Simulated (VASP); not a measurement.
# Ca (Im-3m) in VASP: further runs, part 2 of 2

VASP 6.6.1. Earlier steps stand in the parts before.

### 3 Electric field gradients, PBE (44.06 Å³/atom)

This run uses another cell than the first one, of 44.06 Å³/atom.

INCAR

```
PREC = Accurate
ENCUT = 520
EDIFF = 1E-8
ISMEAR = -1
SIGMA = 0.05
LREAL = False
LASPH = True
NELM = 60
ALGO = Normal
ISIF = 2
LWAVE = False
LCHARG = False
GGA = PE
LEFG = True
NBANDS = 11
```

KPOINTS

```
regular mesh
0
Gamma
  10 10 10
```

POSCAR

```
Ca
1.0
   -2.2249659900      2.2249659900      2.2249659900
    2.2249659900     -2.2249659900      2.2249659900
    2.2249659900      2.2249659900     -2.2249659900
Ca
1
Direct
    0.0000000000      0.0000000000      0.0000000000
```

Potentials or basis: VASP PAW PBE potentials, release 64 (Ca_sv).

The run is started by

```console
$ cat potpaw_PBE.64/Ca_sv/POTCAR > POTCAR
$ mpirun -np 1 vasp_std > vasp.out
```

OUTCAR:

```text
PREC = Accurate
   ENCUT = 520
   EDIFF = 1E-8
   ISMEAR = -1
   LREAL = False
   LASPH = True
   NELM = 60
   ISIF = 2
   GGA = PE

 ion  position               nearest neighbor table
   1  0.000  0.000  0.000-

  LATTYP: Found a body centered cubic cell.
 ALAT       =     4.4499319800

  Lattice vectors:

 A1 = (  -2.2249659900,   2.2249659900,   2.2249659900)
 A2 = (   2.2249659900,  -2.2249659900,   2.2249659900)
 A3 = (   2.2249659900,   2.2249659900,  -2.2249659900)

Analysis of symmetry for initial positions (statically):
=====================================================================
 Subroutine PRICEL returns:
 Original cell was already a primitive cell.

 Routine SETGRP: Setting up the symmetry group for a
 body centered cubic supercell.

 Subroutine GETGRP returns: Found 48 space group operations
 (whereof 48 operations were pure point group operations)
 out of a pool of 48 trial point group operations.

The static configuration has the point symmetry O_h .

Analysis of symmetry for dynamics (positions and initial velocities):
=====================================================================
 Subroutine PRICEL returns:
 Original cell was already a primitive cell.

 Routine SETGRP: Setting up the symmetry group for a
 body centered cubic supercell.

 Subroutine GETGRP returns: Found 48 space group operations
 (whereof 48 operations were pure point group operations)
 out of a pool of 48 trial point group operations.

The dynamic configuration has the point symmetry O_h .

 Subroutine INISYM returns: Found 48 space group operations
 (whereof 48 operations are pure point group operations),
 and found     1 'primitive' translations

----------------------------------------------------------------------------------------

                                     Primitive cell

  volume of cell :      44.0585

  direct lattice vectors                    reciprocal lattice vectors
    -2.224965990  2.224965990  2.224965990     0.000000000  0.224722536  0.224722536
     2.224965990 -2.224965990  2.224965990     0.224722536  0.000000000  0.224722536
     2.224965990  2.224965990 -2.224965990     0.224722536  0.224722536  0.000000000

  length of vectors
     3.853754140  3.853754140  3.853754140     0.317805658  0.317805658  0.317805658

  position of ions in fractional coordinates (direct lattice)
     0.000000000  0.000000000  0.000000000

  ion indices of the primitive-cell ions
   primitive index   ion index
                 1           1

----------------------------------------------------------------------------------------

 KPOINTS: regular mesh

Automatic generation of k-mesh.
 Grid dimensions read from file:
 generate k-points for:   10   10   10

 Generating k-lattice:

  Cartesian coordinates                     Fractional coordinates (reciprocal lattice)
[... 65 lines left out ...]
   NFREE  =      0    steps in history (QN), initial steepest desc. (CG)
   ISIF   =      2    stress and relaxation
   ISYM   =      2    0-nonsym 1-usesym 2-fastsym
   POTIM  = 0.5000    time-step for ionic-motion
   TEBEG  =    0.0;   TEEND  =   0.0 temperature during run
   PSTRESS=    0.0 pullay stress
   NELECT =      10.0000    total number of electrons
   NUPDOWN=      -1.0000    fix difference up-down
   EMIN   =  10.00;   EMAX   =-10.00  energy-range for DOS
   EFERMI =   0.00;   METHOD = LEGACY
   ISMEAR =    -1;   SIGMA  =   0.05  broadening in eV -4-tet -1-fermi 0-gaus
   EFERMI_NEDOS =   21; number of points for ismear=-14 and -15
   IALGO  =     38    algorithm
   IMIX   =      4    mixing-type and parameters
     AMIX     =   0.40;   BMIX     =  1.00
     AMIX_MAG =   1.60;   BMIX_MAG =  1.00
  volume/ion in A,a.u.               =      44.06       297.32
  Fermi-wavevector in a.u.,A,eV,Ry     =   0.998615  1.887109 13.568166  0.997232
  Thomas-Fermi vector in A             =   2.130850
   LORBIT       =      0    0 simple, 1 ext, 2 COOP (PROOUT), +10 PAW based schemes
   GGA     = PE    functional components
   LHFCALC =     F    Hartree Fock is set to
   AEXX    =    0.0000 exact exchange contribution
   IVDW    =     0    specifies the selected vdW correction
   LEPSILON=     F    determine dielectric tensor
   LRPA    =     F    only Hartree local field effects (RPA)
 non-spin polarized calculation
  energy-cutoff  :      520.00
  volume of cell :       44.06
 maximum number of plane-waves:      1205
 NGX is ok and might be reduce to    30
   NGX = 15   NGY = 15   NGZ = 15

 number of electron      10.0000003 magnetization

 Free energy of the ion-electron system (eV)
  ---------------------------------------------------
  ext. energy  EPLUGINS =         0.00000000
  ---------------------------------------------------
  free energy    TOTEN  =        -1.91725928 eV

  energy without entropy =       -1.90393654  energy(sigma->0) =       -1.91059791

 E-fermi :   1.8492     XC(G=0):  -7.6041

 val. band max:        1.8485904924   @ k =   0.5000   0.5000   0.3000
 cond. band min:       1.8910023142   @ k =  -0.4000  -0.4000   0.1000
 fundamental gap:      0.0424118218
 Fermi energy:         1.8491797810

 k-point     1 :       0.0000    0.0000    0.0000
  band No.  band energies     occupation
      1     -40.3304      2.00000
      2     -21.2502      2.00000
      3     -21.2502      2.00000
      4     -21.2502      2.00000
      5      -2.1518      2.00000
      6       4.0687      0.00000
      7       4.0687      0.00000
      8       4.0687      0.00000
      9       5.0764      0.00000
     10       5.0764      0.00000
     11      11.8254      0.00000
[... 309 lines left out ...]
 k-point    24 :      -0.3000    0.3000    0.1000
  band No.  band energies     occupation
      1     -40.3215      2.00000
      2     -21.3272      2.00000
      3     -21.2811      2.00000
      4     -21.2591      2.00000
      5      -0.5336      2.00000
      6       3.0693      0.00000
      7       3.5350      0.00000
      8       4.5653      0.00000
      9       5.0978      0.00000
     10       5.3136      0.00000
     11       8.5900      0.00000

 [... further k-points ...]
[... 5 lines left out ...]
  --------------------------------------------------------------------------------------
  -------------------------------------------------------------------------------------
  Total       -0.1857607     -0.1857607     -0.1857607      0.0000000      0.0000000      0.0000000
  in kB       -6.7551397     -6.7551397     -6.7551397      0.0000000      0.0000000      0.0000000
  external PRESSURE =      -6.7551397 kB  Pullay stress =       0.0000000 kB

 VOLUME and BASIS-vectors are now :
 -----------------------------------------------------------------------------
  energy-cutoff  :      520.00
  volume of cell :       44.06
      direct lattice vectors                 reciprocal lattice vectors
    -2.224965990  2.224965990  2.224965990     0.000000000  0.224722536  0.224722536
     2.224965990 -2.224965990  2.224965990     0.224722536  0.000000000  0.224722536
     2.224965990  2.224965990 -2.224965990     0.224722536  0.224722536  0.000000000

 POSITION                                       TOTAL-FORCE (eV/Angst)
 -----------------------------------------------------------------------------------
      0.00000      0.00000      0.00000         0.000000      0.000000      0.000000
 -----------------------------------------------------------------------------------
    total drift:                               -0.000000     -0.000000      0.000000

  FREE ENERGIE OF THE ION-ELECTRON SYSTEM (eV)
  ---------------------------------------------------
  free  energy   TOTEN  =        -1.9172592824 eV

  energy  without entropy=       -1.9039365369  energy(sigma->0) =       -1.91059791

 Electric field gradients (V/A^2)
---------------------------------------------------------------------
 ion       V_xx      V_yy      V_zz      V_xy      V_xz      V_yz
---------------------------------------------------------------------
   1       0.000    -0.000    -0.000     0.001     0.001     0.001
---------------------------------------------------------------------

 Electric field gradients after diagonalization (V/A^2)
 (convention: |V_zz| > |V_xx| > |V_yy|)
----------------------------------------------------------------------
 ion       V_xx      V_yy      V_zz     asymmetry (V_yy - V_xx)/ V_zz
----------------------------------------------------------------------
   1      -0.001    -0.001     0.001       0.000
----------------------------------------------------------------------

           NMR quadrupolar parameters

 Cq : quadrupolar parameter    Cq=e*Q*V_zz/h
 eta: asymmetry parameters     (V_yy - V_xx)/ V_zz
 Q  : nuclear electric quadrupole moment in mb (millibarn)
----------------------------------------------------------------------
 ion       Cq(MHz)       eta       Q (mb)
----------------------------------------------------------------------
   1       0.000       0.000       1.000
----------------------------------------------------------------------
```

OSZICAR:

```text
N       E                     dE             d eps       ncg     rms          rms(c)
DAV:   1     0.681644671426E+02    0.68164E+02   -0.50693E+03  1034   0.826E+02
DAV:   2    -0.267612662846E+00   -0.68432E+02   -0.67830E+02  1130   0.204E+02
DAV:   3    -0.186576056530E+01   -0.15981E+01   -0.15768E+01  1569   0.307E+01
DAV:   4    -0.192235137404E+01   -0.56591E-01   -0.56253E-01  1384   0.458E+00
DAV:   5    -0.192310781976E+01   -0.75645E-03   -0.75629E-03  1445   0.467E-01    0.224E+00
DAV:   6    -0.191804067089E+01    0.50671E-02   -0.10654E-02  1273   0.112E+00    0.137E+00
DAV:   7    -0.191764612059E+01    0.39455E-03   -0.17099E-02  1136   0.150E+00    0.997E-02
DAV:   8    -0.191723722646E+01    0.40889E-03   -0.17556E-03  1201   0.409E-01    0.197E-02
DAV:   9    -0.191725771926E+01   -0.20493E-04   -0.98741E-05  1409   0.780E-02    0.543E-03
DAV:  10    -0.191725996659E+01   -0.22473E-05   -0.70037E-06  1476   0.229E-02    0.884E-04
DAV:  11    -0.191725911652E+01    0.85006E-06   -0.37601E-07  1763   0.534E-03    0.634E-04
DAV:  12    -0.191725928010E+01   -0.16358E-06   -0.32643E-08  1235   0.200E-03    0.178E-04
DAV:  13    -0.191725926074E+01    0.19362E-07   -0.24641E-09   774   0.512E-04    0.229E-04
DAV:  14    -0.191725928069E+01   -0.19949E-07   -0.74728E-10   640   0.269E-04    0.308E-05
DAV:  15    -0.191725928239E+01   -0.17030E-08   -0.96404E-11   619   0.980E-05
   1 F= -.19172593E+01 E0= -.19105979E+01  d E =-.133227E-01
```

Wall time 48 s (1 thread of Intel Xeon 8259CL, shared host); peak memory 0.17 GiB.

Results:

- Free energy: -1.9173 eV
- Pressure: -0.7 GPa
- Band gap on the k mesh: zero (bands 5 and 6 overlap by 0.26 eV)
- Largest electric field gradient by atom: under 0.05 V/Å² on every atom

The gap in the log of VASP goes by the Fermi energy; the results here count the filled bands.